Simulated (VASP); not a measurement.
A run of VASP 6.6.1 is set up as follows.

INCAR

```
SYSTEM = H4C
ALGO = Normal
EDIFF = 1E-6
ENCUT = 520
GGA = PE
ISIF = 2
ISMEAR = -1
IVDW = 12
LASPH = .TRUE.
LCHARG = .TRUE.
LELF = .TRUE.
LREAL = Auto
LVHAR = .TRUE.
LWAVE = .FALSE.
NBANDS = 58
NELM = 60
PREC = Accurate
SIGMA = 0.02
```

KPOINTS

```
k-points
0
G
  1 1 1
  0 0 0
```

POSCAR

```
H4C
1.0
    8.8374220000      0.0000000000      0.0000000000
    0.0000000000      8.8374220000      0.0000000000
    0.0000000000      0.0000000000      8.8374220000
C H
8 32
Direct
    0.4042694804      0.1229317781      0.9219204424
    1.1366776420      0.4266855198      0.4970680364
    0.4582331816      0.5704491649      0.0407811237
    0.0777828647      0.7892007420      0.2361322114
    0.4716647004     -0.0114173568      0.2952218418
    1.0009593295      0.8495011328      0.8151585383
    0.5422508962      0.7052961825      0.6646734760
    0.8845452893      0.4941373174      0.9458301301
    0.4251126629      0.1596166846      1.0388776274
    0.4669913918      0.2172013513      0.8635210585
    0.2778525231      0.1176134850      0.9165795183
    0.4443150955      0.0158983016      0.8923982582
    1.2095495723      0.3562011636      0.4280094353
    1.1057410181      0.5284799119      0.4442924645
    1.2205369394      0.4596928833      0.5730969959
    1.0455650981      0.3663285515      0.5413456549
    0.4706576194      0.6059459422      0.1575459450
    0.3904532340      0.4604736540      0.0295108687
    0.5771366355      0.5475805048      0.0193608498
    0.4209485526      0.6577936416     -0.0433384306
    0.0417768892      0.8313963054      0.3453156362
   -0.0256522773      0.7794693973      0.1887541412
    0.1634979070      0.7011207567      0.2378974321
    0.1257380263      0.8971960375      0.1976141911
    0.3855988771      0.0225405101      0.3805747875
    0.5161799448      0.0919385767      0.2439399182
    0.4119979786     -0.0659807804      0.2031927411
    0.5553995271     -0.0785070578      0.3408460069
    1.0472737411      0.8401318846      0.6969113843
    0.8736484463      0.8697559085      0.8145248694
    1.0556811704      0.9418357526      0.8750063084
    1.0031092778      0.7419810891      0.8770317860
    0.5521519737      0.5856006424      0.6777994759
    0.6459689262      0.7489740786      0.7120515463
    0.4441227317      0.7494945924      0.7173245772
    0.5278349274      0.7410079546      0.5469581514
    0.8176479521      0.6027549663      0.9953920951
    1.0038221554      0.4940807398      0.9772985832
    0.8520131776      0.4863182951      0.8205673555
    0.8613711103      0.4034773942      1.0331972378
```

Potentials or basis: VASP PAW PBE potentials, release 64 (C, H).

The run is started by

```sh
$ cat potpaw_PBE.64/C/POTCAR potpaw_PBE.64/H/POTCAR > POTCAR
$ mpirun -np 1 vasp_gam > vasp.out
```

What does it give for the dispersion energy per atom?

-0.019 eV.

Estimate the pressure.

0.6 GPa.

Stress tensor (GPa, compression positive):
```
0.67 0.18 0.45
0.18 0.36 0.10
0.45 0.10 0.64
```

Caveat: the k points lie up to 0.71 Å⁻¹ apart; the atoms stand as in a frame of molecular dynamics.
